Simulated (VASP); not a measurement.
Set up this calculation in VASP 6.6.1, as the native input.

* Task: single point
* Functional: PBEsol
* Potentials or basis: VASP PAW PBE potentials, release 64 (Rb_sv)
* Cutoff: 520 eV
* k mesh: 10 × 10 × 6
* Occupations: fermi-dirac, width 0.05 eV
* Spin: no spin polarisation
* Dipole correction: no
* Further INCAR settings: ALGO = Normal; EDIFF = 1e-06; NBANDS = 16

The structure of Rb lies in POSCAR:

```
Rb
1.0
    3.9597170262      0.0000000000      0.0000000000
   -1.9798585131      3.4292155365      0.0000000000
    0.0000000000      0.0000000000      6.4147415823
Rb
2
Direct
    0.3333333333      0.6666666667      0.2500000000
    0.6666666667      0.3333333333      0.7500000000
```

This isn't the form of Rb at room conditions, which is bcc.

The input as run:

INCAR

```
SYSTEM = Rb
PREC = Accurate
ENCUT = 520
EDIFF = 1E-6
ISMEAR = -1
SIGMA = 0.05
LREAL = .FALSE.
LASPH = .TRUE.
NELM = 60
ALGO = Normal
ISIF = 2
LWAVE = .FALSE.
LCHARG = .FALSE.
GGA = PS
NBANDS = 16
```

KPOINTS

```
Automatic mesh
0
G
  10 10 6
  0 0 0
```

Potentials or basis: VASP PAW PBE potentials, release 64 (Rb_sv).

Run with:

```bash
$ cat potpaw_PBE.64/Rb_sv/POTCAR > POTCAR
$ mpirun -np 1 vasp_std > vasp.out
```

It gave:

```yaml
Pressure: 6.4 GPa
Band_gap_on_the_k_mesh: zero (bands 9 and 10 overlap by 2.44 eV)
```

Caveat: the cell stands under pressure; the PAW data sets were made with another functional, which shifts forces and pressure a little.

It took 53 s on 1 thread of Intel(R) Xeon(R) Platinum 8259CL CPU @ 2.50GHz (Skylake/Cascade Lake) (shared host), peak memory 0.22 GiB.
